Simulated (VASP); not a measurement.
Runs of VASP 6.6.1 on Bi. The structure is that of space group Pm-3m (No. 221), or close to it. The cells are those of the table. 

```csv
task,cell,k mesh,cutoff (eV),gap on the mesh (eV),pressure (GPa)
single point,"a = 5.185 Å, 4 atoms",4 × 4 × 4,520,none,30.8
single point,"a = 6.098 Å, 4 atoms",8 × 8 × 8,520,none,(a)
relaxation of cell and atoms,"relaxed from a = 5.185 Å, 4 atoms",4 × 4 × 4,600,none,0.0
single point,"a = 6.098 Å, 4 atoms",4 × 4 × 4,520,none,0.0
```

Alike in all rows: level PBE; potentials or basis VASP PAW PBE potentials, release 64 (Bi_d); no spin polarisation; smearing gaussian 0.1 eV.

Task: Estimate the missing entries.

Result: (a) -0.1.

Caveats: spin-orbit coupling is left out, which moves the levels of the heavy elements.

A k mesh can miss the band edges, and the runs leave out spin-orbit coupling on Bi.

A gap of «none» marks levels without a gap at the run's occupations.
